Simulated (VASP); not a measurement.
# Si16O (a cell with a defect) in VASP: notebook

Runs on Si16O (a cell with a defect). Level: PBEsol. Tasks: single point.

Everything below comes from runs of VASP 6.6.1. Logs are shortened: lines on timing, memory, paths and dates and some standing lists are left out, and cuts for length are marked.

### Step 1. The cell of the first run

The cell holds a defect, 17 atoms: a = 7.685 Å, b = 7.685 Å, c = 7.685 Å, α = 60.00°, β = 60.00°, γ = 60.00°.

### Step 2. Single point, PBEsol

Input file INCAR:

```
SYSTEM = Si16O
  PREC = Accurate
  ENCUT = 520
  EDIFF = 1E-6
  ISMEAR = 0
  SIGMA = 0.02
  LREAL = Auto
  LASPH = .TRUE.
  NELM = 80
  ALGO = Normal
  ISIF = 2
  LWAVE = .FALSE.
  LCHARG = .TRUE.
  GGA = PS
  LELF = .TRUE.
  LVHAR = .TRUE.
  NBANDS = 49
```

Input file KPOINTS:

```
Automatic mesh
0
G
  3 3 3
  0 0 0
```

Input file POSCAR:

```
Si16O
1.0
    0.0000000000      5.4338342766     -5.4338342766
    5.4338342766      5.4338342766      0.0000000000
    5.4338342766      0.0000000000     -5.4338342766
Si O
16 1
Direct
    0.1715712060      0.0794406819      0.1197900905
    0.1300674559      0.6265351181      0.1257802438
    0.5820263996      0.1304062590      0.1314627874
    0.6781130621      0.5976867962      0.1084976041
    0.1112078450      0.1226967857      0.6376613315
    0.1368849255      0.6258240180      0.6137082639
    0.6073298949      0.1293151326      0.6376144033
    0.6254639591      0.6282794664      0.6217378610
    0.3070052223      0.7086061709      0.2407464846
    0.2121220378      0.2544718756      0.2632940070
    0.7538946334      0.7553759079      0.2469901421
    0.7007707277      0.2423193150      0.2705312538
    0.2512001527      0.7483982383      0.7511141842
    0.2383321673      0.2527067316      0.7561810484
    0.7607171639      0.7536604526      0.7356057981
    0.7353441045      0.2543088231      0.7583081835
   -0.0645704271      0.0537898260      0.2234160886
```

Potentials or basis: VASP PAW PBE potentials, release 64 (Si, O).

Command:

```console
$ cat potpaw_PBE.64/Si/POTCAR potpaw_PBE.64/O/POTCAR > POTCAR
$ mpirun -np 1 vasp_std > vasp.out
```

OUTCAR:

```text
SYSTEM = Si16O
   PREC = Accurate
   ENCUT = 520
   EDIFF = 1E-6
   ISMEAR = 0
   LREAL = Auto
   LASPH = .TRUE.
   NELM = 80
   ISIF = 2
   GGA = PS

 ion  position               nearest neighbor table
   1  0.172  0.079  0.120-  17 1.65  10 2.32  14 2.32   9 2.33  12 2.95
   2  0.130  0.627  0.126-  13 2.35  10 2.35  11 2.36   9 2.38
   3  0.582  0.130  0.131-  10 2.32  12 2.32  16 2.35  11 2.38
   4  0.678  0.598  0.108-  12 2.32   9 2.33  11 2.36  15 2.36
   5  0.111  0.123  0.638-  13 2.35  10 2.35  14 2.36  16 2.36
   6  0.137  0.626  0.614-  14 2.35  13 2.35  15 2.36   9 2.36
   7  0.607  0.129  0.638-  14 2.32  12 2.32  16 2.34  15 2.37
   8  0.625  0.628  0.622-  13 2.35  16 2.35  15 2.35  11 2.35
   9  0.307  0.709  0.241-   1 2.33   4 2.33   6 2.36   2 2.38
  10  0.212  0.254  0.263-   1 2.32   3 2.32   2 2.35   5 2.35
  11  0.754  0.755  0.247-   8 2.35   4 2.36   2 2.36   3 2.38
  12  0.701  0.242  0.271-  17 1.66   7 2.32   4 2.32   3 2.32   1 2.95
  13  0.251  0.748  0.751-   8 2.35   6 2.35   5 2.35   2 2.35
  14  0.238  0.253  0.756-   7 2.32   1 2.32   6 2.35   5 2.36
  15  0.761  0.754  0.736-   8 2.35   4 2.36   6 2.36   7 2.37
  16  0.735  0.254  0.758-   7 2.34   8 2.35   3 2.35   5 2.36
  17  0.935  0.054  0.223-   1 1.65  12 1.66

  LATTYP: Found a face centered cubic cell.
 ALAT       =    10.8676685532

  Lattice vectors:

 A1 = (   0.0000000000,   5.4338342766,  -5.4338342766)
 A2 = (   5.4338342766,   5.4338342766,   0.0000000000)
 A3 = (   5.4338342766,   0.0000000000,  -5.4338342766)

Analysis of symmetry for initial positions (statically):
=====================================================================
 Subroutine PRICEL returns:
 Original cell was already a primitive cell.

 Routine SETGRP: Setting up the symmetry group for a
 face centered cubic supercell.

 Subroutine GETGRP returns: Found  1 space group operations
 (whereof  1 operations were pure point group operations)
 out of a pool of 48 trial point group operations.

The static configuration has the point symmetry C_1 .

Analysis of symmetry for dynamics (positions and initial velocities):
=====================================================================
 Subroutine PRICEL returns:
 Original cell was already a primitive cell.

 Routine SETGRP: Setting up the symmetry group for a
 face centered cubic supercell.

 Subroutine GETGRP returns: Found  1 space group operations
 (whereof  1 operations were pure point group operations)
 out of a pool of 48 trial point group operations.

The dynamic configuration has the point symmetry C_1 .

 Subroutine INISYM returns: Found  1 space group operations
 (whereof  1 operations are pure point group operations),
 and found     1 'primitive' translations

----------------------------------------------------------------------------------------

                                     Primitive cell

  volume of cell :     320.8848

  direct lattice vectors                    reciprocal lattice vectors
     0.000000000  5.433834277 -5.433834277    -0.092016056  0.092016056 -0.092016056
     5.433834277  5.433834277  0.000000000     0.092016056  0.092016056  0.092016056
     5.433834277  0.000000000 -5.433834277     0.092016056 -0.092016056 -0.092016056

  length of vectors
     7.684602130  7.684602130  7.684602130     0.159376484  0.159376484  0.159376484

  position of ions in fractional coordinates (direct lattice)
     0.171571206  0.079440682  0.119790090
     0.130067456  0.626535118  0.125780244
     0.582026400  0.130406259  0.131462787
     0.678113062  0.597686796  0.108497604
     0.111207845  0.122696786  0.637661331
     0.136884925  0.625824018  0.613708264
[... 9 lines left out ...]
     0.735344105  0.254308823  0.758308183
     0.935429573  0.053789826  0.223416089

  ion indices of the primitive-cell ions
   primitive index   ion index
                 1           1
                 2           2
                 3           3
                 4           4
                 5           5
                 6           6
[... 9 lines left out ...]
                16          16
                17          17

----------------------------------------------------------------------------------------

 KPOINTS: Automatic mesh

Automatic generation of k-mesh.
 Grid dimensions read from file:
 generate k-points for:    3    3    3

 Generating k-lattice:

  Cartesian coordinates                     Fractional coordinates (reciprocal lattice)
    -0.030672019  0.030672019 -0.030672019     0.333333333  0.000000000  0.000000000
     0.030672019  0.030672019  0.030672019     0.000000000  0.333333333  0.000000000
     0.030672019 -0.030672019 -0.030672019     0.000000000  0.000000000  0.333333333

  Length of vectors
     0.053125495  0.053125495  0.053125495

  Shift w.r.t. Gamma in fractional coordinates (k-lattice)
     0.000000000  0.000000000  0.000000000

 Subroutine IBZKPT returns following result:
 ===========================================

 Found     14 irreducible k-points:

 Following reciprocal coordinates:
            Coordinates               Weight
  0.000000  0.000000  0.000000      1.000000
  0.333333  0.000000  0.000000      2.000000
  0.000000  0.333333  0.000000      2.000000
  0.000000  0.000000  0.333333      2.000000
  0.333333  0.333333  0.333333      2.000000
  0.333333  0.333333  0.000000      2.000000
  0.000000  0.333333  0.333333      2.000000
  0.333333  0.000000  0.333333      2.000000
 -0.333333  0.333333  0.000000      2.000000
  0.000000 -0.333333  0.333333      2.000000
  0.333333  0.000000 -0.333333      2.000000
  0.333333  0.333333 -0.333333      2.000000
 -0.333333  0.333333 -0.333333      2.000000
  0.333333 -0.333333 -0.333333      2.000000
   k-points           NKPTS =     14   k-points in BZ     NKDIM =     14   number of bands    NBANDS=     49
   number of dos      NEDOS =    301   number of ions     NIONS =     17
   total plane-waves  NPLWV = 216000
   dimension x,y,z NGX =    60 NGY =   60 NGZ =   60
   dimension x,y,z NGXF=   120 NGYF=  120 NGZF=  120
   ions per type =              16   1
   NGX,Y,Z   is equivalent  to a cutoff of  12.98, 12.98, 12.98 a.u.
   NGXF,Y,Z  is equivalent  to a cutoff of  25.96, 25.96, 25.96 a.u.
 SYSTEM =  Si16O
   PREC   = accura    normal or accurate (medium, high low for compatibility)
   ISTART =      0    job   : 0-new  1-cont  2-samecut
   ICHARG =      2    charge: 1-file 2-atom 10-const
   ISPIN  =      1    spin polarized calculation?
   LNONCOLLINEAR =      F non collinear calculations
   LSORBIT =      F    spin-orbit coupling
   LASPH  =      T    aspherical Exc in radial PAW
   ENCUT  =  520.0 eV  38.22 Ry    6.18 a.u.  14.29 14.29 14.29*2*pi/ulx,y,z
   NELM   =     80;   NELMIN=  2; NELMDL= -5     # of ELM steps
   EDIFF  = 0.1E-05   stopping-criterion for ELM
   LREAL  =      T    real-space projection
   EDIFFG = 0.1E-04   stopping-criterion for IOM
   NSW    =      0    number of steps for IOM
[... 5 lines left out ...]
   TEBEG  =    0.0;   TEEND  =   0.0 temperature during run
   PSTRESS=    0.0 pullay stress
   NELECT =      70.0000    total number of electrons
   NUPDOWN=      -1.0000    fix difference up-down
   EMIN   =  10.00;   EMAX   =-10.00  energy-range for DOS
   EFERMI =   0.00;   METHOD = LEGACY
   ISMEAR =     0;   SIGMA  =   0.02  broadening in eV -4-tet -1-fermi 0-gaus
   EFERMI_NEDOS =   21; number of points for ismear=-14 and -15
   IALGO  =     38    algorithm
   IMIX   =      4    mixing-type and parameters
     AMIX     =   0.40;   BMIX     =  1.00
     AMIX_MAG =   1.60;   BMIX_MAG =  1.00
  volume/ion in A,a.u.               =      18.88       127.38
  Fermi-wavevector in a.u.,A,eV,Ry     =   0.985503  1.862330 13.214188  0.971215
  Thomas-Fermi vector in A             =   2.116814
   LORBIT       =      0    0 simple, 1 ext, 2 COOP (PROOUT), +10 PAW based schemes
   GGA     = PS    functional components
   LHFCALC =     F    Hartree Fock is set to
   AEXX    =    0.0000 exact exchange contribution
   IVDW    =     0    specifies the selected vdW correction
   LEPSILON=     F    determine dielectric tensor
   LRPA    =     F    only Hartree local field effects (RPA)
 non-spin polarized calculation
 Gauss-broadening in eV      SIGMA  =   0.02
  energy-cutoff  :      520.00
  volume of cell :      320.88
 maximum number of plane-waves:      8657
 NGX is ok and might be reduce to    60
   NGX = 29   NGY = 29   NGZ = 29

 number of electron      70.0000001 magnetization

 Free energy of the ion-electron system (eV)
  ---------------------------------------------------
  ext. energy  EPLUGINS =         0.00000000
  ---------------------------------------------------
  free energy    TOTEN  =       -99.38880802 eV

  energy without entropy =      -99.38880802  energy(sigma->0) =      -99.38880802

 E-fermi :   5.9057     XC(G=0):  -9.6812

 val. band max:        5.7945102463   @ k =   0.0000   0.0000   0.0000
 cond. band min:       6.1929002024   @ k =   0.0000   0.0000   0.0000
 fundamental gap:      0.3983899561
 Fermi energy:         5.9057031263

 k-point     1 :       0.0000    0.0000    0.0000
  band No.  band energies     occupation
      1     -14.5196      2.00000
      2      -5.9118      2.00000
      3      -4.5359      2.00000
      4      -3.7792      2.00000
      5      -3.7578      2.00000
      6      -3.4074      2.00000
[... 39 lines left out ...]
     46       8.5420      0.00000
     47       8.5633      0.00000

 k-point     2 :       0.3333    0.0000    0.0000
  band No.  band energies     occupation
      1     -14.5190      2.00000
      2      -5.7211      2.00000
      3      -4.8361      2.00000
      4      -3.7376      2.00000
      5      -3.6159      2.00000
      6      -3.5715      2.00000
[... 592 lines left out ...]
 k-point    14 :       0.3333   -0.3333   -0.3333
  band No.  band energies     occupation
      1     -14.5189      2.00000
      2      -5.3519      2.00000
      3      -4.8850      2.00000
      4      -4.4842      2.00000
      5      -3.8579      2.00000
      6      -3.7825      2.00000
[... 39 lines left out ...]
     46       9.4489      0.00000
     47       9.5124      0.00000
 [bands above 47 left out]

------------------------ aborting loop because EDIFF is reached ----------------------------------------

  FORCE on cell =-STRESS in cart. coord.  units (eV):
  Direction    XX          YY          ZZ          XY          YZ          ZX
  --------------------------------------------------------------------------------------
  -------------------------------------------------------------------------------------
  Total        4.3935237      4.1507101      4.7286369     -3.0209008     -2.8228334      2.2259695
  in kB       21.9368565     20.7244886     23.6100759    -15.0833526    -14.0944023     11.1142620
  external PRESSURE =      22.0904737 kB  Pullay stress =       0.0000000 kB

 VOLUME and BASIS-vectors are now :
 -----------------------------------------------------------------------------
  energy-cutoff  :      520.00
  volume of cell :      320.88
      direct lattice vectors                 reciprocal lattice vectors
     0.000000000  5.433834277 -5.433834277    -0.092016056  0.092016056 -0.092016056
     5.433834277  5.433834277  0.000000000     0.092016056  0.092016056  0.092016056
     5.433834277  0.000000000 -5.433834277     0.092016056 -0.092016056 -0.092016056

 POSITION                                       TOTAL-FORCE (eV/Angst)
 -----------------------------------------------------------------------------------
      1.08259      1.36396     -1.58321        -0.033493      0.072885     -0.046559
      4.08796      4.11125     -1.39023         0.004597     -0.000925     -0.001920
      1.42295      3.87124     -3.87698        -0.000740     -0.007336      0.006012
      3.83729      6.93249     -4.27431        -0.000457      0.002417     -0.004466
      4.13166      1.27100     -4.06923         0.004064      0.000249     -0.001915
      6.73541      4.14443     -4.07860        -0.000880      0.001524      0.000373
[... 9 lines left out ...]
      5.50239      5.37761     -8.11626         0.001234     -0.000005     -0.001997
      1.50629      5.37525     -6.29698        -0.044103     -0.047340     -0.001610
 -----------------------------------------------------------------------------------
    total drift:                                0.000854      0.002418      0.003307

  FREE ENERGIE OF THE ION-ELECTRON SYSTEM (eV)
  ---------------------------------------------------
  free  energy   TOTEN  =       -99.3888080195 eV

  energy  without entropy=      -99.3888080195  energy(sigma->0) =      -99.38880802
```

Run time: 2.7 min. Hardware: 1 thread of Intel Xeon 6975P-C (Granite Rapids), shared host; peak memory 0.52 GiB.

Results:

- Free energy: -99.3888 eV
- Pressure: 2.2 GPa
- Largest force: 0.093 eV/Å
- Band gap on the k mesh: 0.40 eV

Forces on the atoms (eV/Å):
```
Si  -0.033  0.073 -0.047
Si   0.005 -0.001 -0.002
Si  -0.001 -0.007  0.006
Si   0.000  0.002 -0.004
Si   0.004  0.000 -0.002
Si  -0.001  0.002  0.000
Si  -0.002  0.005 -0.007
Si   0.000  0.001  0.000
Si   0.001 -0.001 -0.003
Si   0.006 -0.006  0.006
Si   0.004  0.003  0.001
Si   0.060 -0.027  0.055
Si   0.001  0.000 -0.002
Si  -0.001  0.004 -0.001
Si   0.000  0.001  0.001
Si   0.001  0.000 -0.002
O   -0.044 -0.047 -0.002
```

Stress tensor (GPa, compression positive):
```
 2.19 -1.51  1.11
-1.51  2.07 -1.41
 1.11 -1.41  2.36
```

Levels at points of the mesh, in eV from the valence-band top:
| k point | band 32 | band 33 | band 34 | band 35 | band 36 | band 37 | band 38 | band 39 |
| --- | --- | --- | --- | --- | --- | --- | --- | --- |
| (0.00, 0.00, 0.00) | -0.94 | -0.33 | -0.07 | 0.00 | 0.40 | 0.69 | 0.72 | 0.89 |

Caveat: the PAW data sets were made with another functional, which shifts forces and pressure a little.

### Step 3. Single point, PBEsol

Input file INCAR:

```
SYSTEM = Si16O
ALGO = Normal ; EDIFF = 1E-6
ENCUT = 520 ; GGA = PS
ISIF = 2 ; ISMEAR = 0
LASPH = .True. ; LCHARG = .False.
LREAL = Auto ; LWAVE = .False.
NBANDS = 49 ; NELM = 60
PREC = Accurate ; SIGMA = 0.02
```

Input file KPOINTS:

```
k-points
0
Gamma
  3 3 3
  0 0 0
```

Input file POSCAR:

```
Si16O
1.0
    0.0000000000      5.4338342766     -5.4338342766
    5.4338342766      5.4338342766      0.0000000000
    5.4338342766      0.0000000000     -5.4338342766
Si O
16 1
Direct
    0.1715469138      0.0793690934      0.1290910735
    0.1368249310      0.6258212575      0.1235976229
    0.6069178470      0.1293449458      0.1258025117
    0.6782225612      0.5976155758      0.1155800799
    0.1111985514      0.1226626478      0.6285568028
    0.1301774151      0.6264985877      0.6175432170
    0.5823277522      0.1303934688      0.6558699288
    0.6254833745      0.6282810307      0.6244518745
    0.3071033114      0.7085279572      0.2435870203
    0.2379155186      0.2527214542      0.2529145038
    0.7606538569      0.7536952346      0.2499452377
    0.7007436749      0.2422775398      0.2861747195
    0.2512203042      0.7483648365      0.7492962230
    0.2124455663      0.2544240272      0.7699382769
    0.7540033964      0.7553494073      0.7436098148
    0.7353394117      0.2543127798      0.7521017926
   -0.0646050251      0.0535406465      0.2866646130
```

Potentials or basis: VASP PAW PBE potentials, release 64 (Si, O).

Command:

```console
$ cat potpaw_PBE.64/Si/POTCAR potpaw_PBE.64/O/POTCAR > POTCAR
$ mpirun -np 1 vasp_std > vasp.out
```

It took 3.5 min on 1 thread of Intel Xeon 6975P-C (Granite Rapids), shared host; peak memory 0.52 GiB.

It converged, with:

| Property | Result |
| --- | --- |
| Free energy | -99.3886 eV |
| Pressure | 2.2 GPa |
| Largest force | 0.094 eV/Å |
| Band gap on the k mesh | 0.40 eV |

Forces in eV/Å, atoms in the order of the input:
```
Si  -0.046  0.074 -0.034
Si   0.001  0.001 -0.001
Si  -0.006  0.004 -0.003
Si  -0.004  0.002  0.000
Si  -0.002  0.000  0.004
Si  -0.002 -0.001  0.004
Si   0.006 -0.008  0.000
Si   0.000  0.001 -0.001
Si  -0.003 -0.001  0.001
Si  -0.001  0.005 -0.001
Si   0.002  0.001  0.000
Si   0.056 -0.027  0.061
Si  -0.002  0.000  0.001
Si   0.006 -0.006  0.006
Si   0.002  0.003  0.003
Si  -0.002  0.000  0.001
O   -0.003 -0.047 -0.044
```

Stress tensor (GPa, compression positive):
```
 2.36 -1.41  1.11
-1.41  2.07 -1.51
 1.11 -1.51  2.20
```

Levels at points of the mesh, in eV from the valence-band top:
| k point | band 32 | band 33 | band 34 | band 35 | band 36 | band 37 | band 38 | band 39 |
| --- | --- | --- | --- | --- | --- | --- | --- | --- |
| (0.00, 0.00, 0.00) | -0.94 | -0.33 | -0.07 | 0.00 | 0.40 | 0.69 | 0.72 | 0.89 |

Caveat: the PAW data sets were made with another functional, which shifts forces and pressure a little.
